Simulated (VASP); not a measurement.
SiC (w.b), 2 atoms in the cell. Symmetry: F-43m, No. 216, cubic system. The conventional cell has a = 4.380 Å, b = 4.380 Å, c = 4.380 Å, α = 90.00°, β = 90.00°, γ = 90.00°. Within 2.5 Å of Si (site symmetry -43m) lie 4 C at 1.90 Å. Within 2.5 Å of C (site symmetry -43m) lie 4 Si at 1.90 Å. 

```yaml
Program: VASP 6.6.1
Task: single point
Functional: PBE
Potentials_or_basis: VASP PAW PBE potentials, release 64 (Si, C)
Cutoff: 600 eV
k_mesh: 10 × 10 × 10
Occupations: gaussian, width 0.02 eV
Spin: no spin polarisation
Dipole_correction: no
Further_INCAR_settings: ALGO = Normal; EDIFF = 1e-06; NBANDS = 11
```

Potentials or basis: VASP PAW PBE potentials, release 64 (Si, C).

Command:

```console
$ cat potpaw_PBE.64/Si/POTCAR potpaw_PBE.64/C/POTCAR > POTCAR
$ mpirun -np 1 vasp_std > vasp.out
```

Hardware: 1 thread of Intel(R) Xeon(R) 6975P-C (Granite Rapids), on a shared host.

Task: Estimate the wall time of this run.

Result: It took 7.6 s on 1 thread of Intel(R) Xeon(R) 6975P-C (Granite Rapids), on a shared host, peak memory 0.15 GiB. Counts: scf iterations 12, k points 47.
